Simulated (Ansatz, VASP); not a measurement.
Ga: VASP beside Ansatz

```xyz
1
Lattice="2.7223 0.0000 0.0000 0.0000 2.7223 0.0000 0.0000 0.0000 2.7223" Properties=species:S:1:pos:R:3 pbc="T T T"
Ga    0.0000    0.0000    0.0000
```

Alike in both runs: functional PBE; k mesh 15 × 15 × 15; occupations fermi-dirac, width 0.05 eV; non-collinear spin, spin-orbit coupling.

Ansatz relaxed the structure, and its values are those at the end. VASP's run is a single point on that final structure, the one shown.

|  | VASP | Ansatz |
| --- | --- | --- |
| version | VASP 6.6.1 | Ansatz 0.2.0 |
| potentials or method | VASP PAW PBE potentials, release 64 (Ga_d) | PAW with Ansatz's default frozen-core files, fully relativistic files with spin-orbit coupling |
| plane-wave cutoff (eV) | 520 | 420 |
| valence electrons in the cell | 13 | 13 |

```csv
,VASP,Ansatz,Ansatz less VASP
pressure (GPa),0.0,0.0,-0.04
```
